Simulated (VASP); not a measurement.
Set up this calculation in VASP 6.6.1, as the native input.

```
Task                   : single point
Functional             : PBEsol
Potentials or basis    : VASP PAW PBE potentials, release 64 (Ti_sv)
Cutoff                 : 520 eV
k mesh                 : 22 × 22 × 22
Occupations            : gaussian, width 0.1 eV
Spin                   : no spin polarisation
Dipole correction      : no
Further INCAR settings : ALGO = Normal; EDIFF = 1e-06; NBANDS = 12
```

The structure of Ti lies in POSCAR:

```
Ti
1.0
    2.5942368802      0.0000000000      0.0000000000
    0.0000000000      2.5942368802      0.0000000000
    0.0000000000      0.0000000000      2.5942368802
Ti
1
Direct
    0.0000000000      0.0000000000      0.0000000000
```

These files were run (other wordings do the same):

INCAR

```
SYSTEM = Ti
ALGO = Normal
EDIFF = 1E-6
ENCUT = 520
GGA = PS
ISIF = 2
ISMEAR = 0
LASPH = .TRUE.
LCHARG = .TRUE.
LELF = .TRUE.
LREAL = .FALSE.
LVHAR = .TRUE.
LWAVE = .FALSE.
NBANDS = 12
NELM = 100
PREC = Accurate
SIGMA = 0.1
```

KPOINTS

```
k-points
0
G
  22 22 22
  0 0 0
```

Potentials or basis: VASP PAW PBE potentials, release 64 (Ti_sv).

Command:

```console
$ cat potpaw_PBE.64/Ti_sv/POTCAR > POTCAR
$ mpirun -np 1 vasp_std > vasp.out
```

It gave:

| Item | Value |
| --- | --- |
| Pressure | -0.1 GPa |
| Band gap on the k mesh | zero (band 6 reaches 8.78 eV, above the bottom of band 7 at 6.55 eV) |

Caveat: the PAW data sets were made with another functional, which shifts forces and pressure a little.

Wall time 52 s on 1 thread of Intel(R) Xeon(R) Platinum 8259CL CPU @ 2.50GHz (Skylake/Cascade Lake), with other jobs on the host, peak memory 0.18 GiB.
